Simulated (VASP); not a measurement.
Wanted: the native input for a VASP 6.6.1 run.

```yaml
Task: single point
Functional: LDA
Potentials_or_basis: VASP PAW LDA potentials, release 64 (Na_pv, H)
Cutoff: 500 eV
k_mesh: 5 × 5 × 5
Occupations: gaussian, width 0.01 eV
Spin: no spin polarisation
Dipole_correction: no
Further_INCAR_settings: ALGO = Normal; EDIFF = 1e-06; NBANDS = 11
```

The structure of NaH lies in POSCAR:

```
NaH
1.0
    2.9551240000      0.0000000000      0.0000000000
    0.0000000000      2.9551240000      0.0000000000
    0.0000000000      0.0000000000      2.9551240000
Na H
1 1
Direct
    0.0000000000      0.0000000000      0.0000000000
    0.5000000000      0.5000000000      0.5000000000
```

The input as run:

INCAR

```
SYSTEM = NaH
PREC = Accurate
ENCUT = 500
EDIFF = 1E-6
ISMEAR = 0
SIGMA = 0.01
LREAL = .False.
LASPH = .True.
NELM = 120
ALGO = Normal
ISIF = 2
LWAVE = .False.
LCHARG = .True.
GGA = CA
LELF = .True.
LVHAR = .True.
NBANDS = 11
GGA_COMPAT = .False.
```

KPOINTS

```
regular mesh
0
Gamma
  5 5 5
  0 0 0
```

Potentials or basis: VASP PAW LDA potentials, release 64 (Na_pv, H).

The run is started by

```bash
$ cat potpaw_LDA.64/Na_pv/POTCAR potpaw_LDA.64/H/POTCAR > POTCAR
$ mpirun -np 1 vasp_std > vasp.out
```

Results of the run:

| Quantity | Value |
| --- | --- |
| Pressure | -2.2 GPa |
| Band gap on the k mesh | 2.11 eV, indirect (least direct gap 5.34 eV) |

Caveat: the k points lie up to 0.43 Å⁻¹ apart.

It took 4.9 s on 1 thread of Intel Xeon 8259CL, with other jobs on the host, peak memory 0.12 GiB.
